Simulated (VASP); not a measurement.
Runs of VASP 6.6.1 on Bi. The structure is that of space group R-3m (No. 166), or close to it. The cells are those of the table. 

| task | level | potentials or basis | cell | gap on the mesh (eV) | pressure (GPa) | largest force (eV/Å) |
| --- | --- | --- | --- | --- | --- | --- |
| single point | PBE | VASP PAW PBE potentials, release 64 (Bi_d) | a = 4.855, b = 4.704, c = 4.680 Å, angles 57.1, 57.7, 56.8°, 2 atoms | none | 1.8 | 0.28 |
| single point | PBE | VASP PAW PBE potentials, release 64 (Bi_d) | a = 4.649 Å, angles 57.2°, 2 atoms | none | 5.3 | 0.51 |
| single point | LDA | VASP PAW LDA potentials, release 64 (Bi_d) | a = 4.746 Å, angles 57.2°, 2 atoms | none | (a) | 0.06 |
| single point | PBE | VASP PAW PBE potentials, release 64 (Bi_d) | a = 4.818, b = 4.717, c = 4.702 Å, angles 57.2, 57.6, 56.9°, 2 atoms | none | 1.8 | 0.24 |
| electric field gradients | PBE | VASP PAW PBE potentials, release 64 (Bi_d) | a = 4.762 Å, angles 57.2°, 2 atoms | none | 1.2 | 0.15 |
| single point | PBE | VASP PAW PBE potentials, release 64 (Bi_d) | a = 4.703 Å, angles 55.9°, 2 atoms | none | 5.5 | 0.48 |
| single point | PBE | VASP PAW PBE potentials, release 64 (Bi_d) | a = 4.777 Å, angles 57.2°, 2 atoms | none | 0.8 | 0.11 |
| single point | PBE | VASP PAW PBE potentials, release 64 (Bi_d) | a = 4.839 Å, angles 57.2°, 2 atoms | none | -0.9 | 0.06 |
| single point | PBE | VASP PAW PBE potentials, release 64 (Bi_d) | a = 4.762 Å, angles 57.2°, 2 atoms | none | 1.2 | 0.15 |
| single point | PBE | VASP PAW PBE potentials, release 64 (Bi_d) | a = 4.731 Å, angles 56.8°, 2 atoms | none | (b) | 0.28 |
| single point | PBE | VASP PAW PBE potentials, release 64 (Bi_d) | a = 4.808 Å, angles 57.2°, 2 atoms | none | -0.1 | 0.02 |
| electric field gradients | PBE | VASP PAW PBE potentials, release 64 (Bi_d) | a = 4.703 Å, angles 55.9°, 2 atoms | none | 5.5 | 0.48 |

Alike in all rows: no spin polarisation; k mesh 11 × 11 × 11; cutoff (eV) 520; smearing fermi-dirac 0.03 eV.

Problem. Estimate the missing entries.

Solution. (a) -1.8; (b) 2.9.

Caveats: spin-orbit coupling is left out, which moves the levels of the heavy elements; the cell stands under pressure (at least some runs).

A k mesh can miss the band edges, and the runs leave out spin-orbit coupling on Bi.

A gap of «none» marks levels without a gap at the run's occupations.
